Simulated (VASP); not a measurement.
# Pt (Im-3m) in VASP: elastic constants with PBEsol

Aim: the elastic constants of Pt with PBEsol.

Everything below comes from runs of VASP 6.6.1. Logs are shortened: lines on timing, memory, paths and dates and some standing lists are left out, and cuts for length are marked.

## (1) The cell of the first run

It takes space group Im-3m (No. 229, cubic). The conventional cell has a = 3.122 Å, b = 3.122 Å, c = 3.122 Å, α = 90.00°, β = 90.00°, γ = 90.00°. Pt (site symmetry m-3m) has 14 Pt at 2.70 to 3.12 Å within 3.6 Å.

## (2) Elastic constants, PBEsol

Input file INCAR:

```
PREC = Accurate
ENCUT = 600
EDIFF = 1E-8
ISMEAR = -1
SIGMA = 0.05
LREAL = False
LASPH = True
NELM = 100
ALGO = Normal
ISIF = 3
LWAVE = False
LCHARG = False
GGA = PS
NBANDS = 11
IBRION = 6
NFREE = 2
POTIM = 0.015
NSW = 1
```

Input file KPOINTS:

```
Automatic mesh
0
Gamma
  19 19 19
```

Input file POSCAR:

```
Pt
1.0
   -1.5609511033      1.5609511033      1.5609511033
    1.5609511033     -1.5609511033      1.5609511033
    1.5609511033      1.5609511033     -1.5609511033
Pt
1
Direct
    0.0000000000      0.0000000000      0.0000000000
```

Potentials or basis: VASP PAW PBE potentials, release 64 (Pt).

Command:

```bash
> cat potpaw_PBE.64/Pt/POTCAR > POTCAR
> mpirun -np 1 vasp_std > vasp.out
```

OUTCAR:

```text
PREC = Accurate
   ENCUT = 600
   EDIFF = 1E-8
   ISMEAR = -1
   LREAL = False
   LASPH = True
   NELM = 100
   ISIF = 3
   GGA = PS
   IBRION = 6
   NFREE = 2
   POTIM = 0.015
   NSW = 1

 ion  position               nearest neighbor table
   1  0.000  0.000  0.000-

  LATTYP: Found a body centered cubic cell.
 ALAT       =     3.1219022066

  Lattice vectors:

 A1 = (  -1.5609511033,   1.5609511033,   1.5609511033)
 A2 = (   1.5609511033,  -1.5609511033,   1.5609511033)
 A3 = (   1.5609511033,   1.5609511033,  -1.5609511033)

Analysis of symmetry for initial positions (statically):
=====================================================================
 Subroutine PRICEL returns:
 Original cell was already a primitive cell.

 Routine SETGRP: Setting up the symmetry group for a
 body centered cubic supercell.

 Subroutine GETGRP returns: Found 48 space group operations
 (whereof 48 operations were pure point group operations)
 out of a pool of 48 trial point group operations.

The static configuration has the point symmetry O_h .

Analysis of symmetry for dynamics (positions and initial velocities):
=====================================================================
 Subroutine PRICEL returns:
 Original cell was already a primitive cell.

 Routine SETGRP: Setting up the symmetry group for a
 body centered cubic supercell.

 Subroutine GETGRP returns: Found 48 space group operations
 (whereof 48 operations were pure point group operations)
 out of a pool of 48 trial point group operations.

The dynamic configuration has the point symmetry O_h .

 Subroutine INISYM returns: Found 48 space group operations
 (whereof 48 operations are pure point group operations),
 and found     1 'primitive' translations

----------------------------------------------------------------------------------------

                                     Primitive cell

[... 329 lines left out ...]
 Fermi energy:        10.6962762492

 k-point     1 :       0.0000    0.0000    0.0000
  band No.  band energies     occupation
      1       0.7435      2.00000
      2       7.0099      2.00000
      3       7.0099      2.00000
      4       7.0099      2.00000
      5       9.6649      2.00000
      6       9.6649      2.00000
      7      27.7769      0.00000
      8      27.7769      0.00000
      9      27.7769      0.00000
     10      38.2640      0.00000
     11      38.2640      0.00000
[... 309 lines left out ...]
 k-point    24 :       0.3158    0.1053    0.0000
  band No.  band energies     occupation
      1       4.0461      2.00000
      2       5.7846      2.00000
      3       7.7215      2.00000
      4       9.3433      2.00000
      5      10.0619      1.99999
      6      11.5624      0.00000
      7      20.5899      0.00000
      8      24.9041      0.00000
      9      27.5498      0.00000
     10      33.2972      0.00000
     11      36.0921      0.00000

 [... further k-points ...]
[... 5 lines left out ...]
  --------------------------------------------------------------------------------------
  -------------------------------------------------------------------------------------
  Total       -0.0241621     -0.0241621     -0.0241621      0.0000000      0.0000000      0.0000000
  in kB       -2.5445919     -2.5445919     -2.5445919      0.0000000      0.0000000      0.0000000
  external PRESSURE =      -2.5445919 kB  Pullay stress =       0.0000000 kB
[... 16 lines left out ...]
  FREE ENERGIE OF THE ION-ELECTRON SYSTEM (eV)
  ---------------------------------------------------
  free  energy   TOTEN  =        -6.8488382073 eV

  energy  without entropy=       -6.8370126451  energy(sigma->0) =       -6.84292543

 INTERNAL STRAIN TENSORS FROM STRAINED CELLS
 ============================================

 INTERNAL STRAIN TENSOR FOR ION    1 for displacements in x,y,z  (eV/Angst):
          X           Y           Z          XY          YZ          ZX
  --------------------------------------------------------------------------------
  x    -0.00000     0.00000    -0.00000     0.00000     0.00000    -0.00000
  y     0.00000    -0.00000    -0.00000     0.00000    -0.00000    -0.00000
  z    -0.00000     0.00000     0.00000     0.00000    -0.00000    -0.00000

 INTERNAL STRAIN TENSORS FROM DISPLACED ATOMS
 ============================================

 INTERNAL STRAIN TENSOR FOR ION    1 for displacements in x,y,z  (eV/Angst):
          X           Y           Z          XY          YZ          ZX
  --------------------------------------------------------------------------------
  x     0.00000     0.00000     0.00000     0.00000     0.00000     0.00000
  y     0.00000     0.00000     0.00000     0.00000     0.00000     0.00000
  z     0.00000     0.00000     0.00000     0.00000     0.00000     0.00000

 Eigenvectors and eigenvalues of the dynamical matrix
 ----------------------------------------------------

   1 f  =    0.000000 THz     0.000000 2PiTHz    0.000000 cm-1     0.000000 meV
             X         Y         Z           dx          dy          dz
      0.000000  0.000000  0.000000     1.000000    0.000000    0.000000

   2 f  =    0.000000 THz     0.000000 2PiTHz    0.000000 cm-1     0.000000 meV
             X         Y         Z           dx          dy          dz
      0.000000  0.000000  0.000000     0.000000    1.000000    0.000000

   3 f  =    0.000000 THz     0.000000 2PiTHz    0.000000 cm-1     0.000000 meV
             X         Y         Z           dx          dy          dz
      0.000000  0.000000  0.000000     0.000000    0.000000    1.000000

--------------------------------------------------------------------------------------------------------

 ELASTIC MODULI CONTR FROM IONIC RELAXATION (kBar)
 Direction    XX          YY          ZZ          XY          YZ          ZX
 --------------------------------------------------------------------------------
 XX           0.0000      0.0000      0.0000      0.0000      0.0000      0.0000
 YY           0.0000      0.0000      0.0000      0.0000      0.0000      0.0000
 ZZ           0.0000      0.0000      0.0000      0.0000      0.0000      0.0000
 XY           0.0000      0.0000      0.0000      0.0000      0.0000      0.0000
 YZ           0.0000      0.0000      0.0000      0.0000      0.0000      0.0000
 ZX           0.0000      0.0000      0.0000      0.0000      0.0000      0.0000
 --------------------------------------------------------------------------------

 TOTAL ELASTIC MODULI (kBar)
 Direction    XX          YY          ZZ          XY          YZ          ZX
 --------------------------------------------------------------------------------
 XX        1913.5006   3187.1922   3187.1922     -0.0000      0.0000     -0.0000
 YY        3187.1922   1913.5006   3187.1922     -0.0000     -0.0000      0.0000
 ZZ        3187.1922   3187.1922   1913.5006     -0.0000      0.0000     -0.0000
 XY          -0.0000     -0.0000     -0.0000   1618.4011     -0.0000     -0.0000
 YZ           0.0000     -0.0000      0.0000     -0.0000   1618.4011     -0.0000
 ZX          -0.0000      0.0000     -0.0000     -0.0000     -0.0000   1618.4011
 --------------------------------------------------------------------------------
```

Wall time 16 min (1 thread of Intel Xeon 6975P-C, shared host); peak memory 0.72 GiB.

Results:

- Elastic constants C11, C12, C44: 191, 319, 162 GPa
- Voigt bulk modulus: 276 GPa

Elastic tensor in Voigt notation (GPa, in the Cartesian axes of the cell as first typed):
```
191 319 319   0   0   0
319 191 319   0   0   0
319 319 191   0   0   0
  0   0   0 162   0   0
  0   0   0   0 162   0
  0   0   0   0   0 162
```

Clamped-ion elastic tensor (GPa):
```
191 319 319   0   0   0
319 191 319   0   0   0
319 319 191   0   0   0
  0   0   0 162   0   0
  0   0   0   0 162   0
  0   0   0   0   0 162
```

Caveat: the elastic tensor has a negative eigenvalue, so either the cell is unstable as it stands or the mesh is too thin; the PAW data sets were made with another functional, which shifts forces and pressure a little; spin-orbit coupling is left out, which moves the levels of the heavy elements.
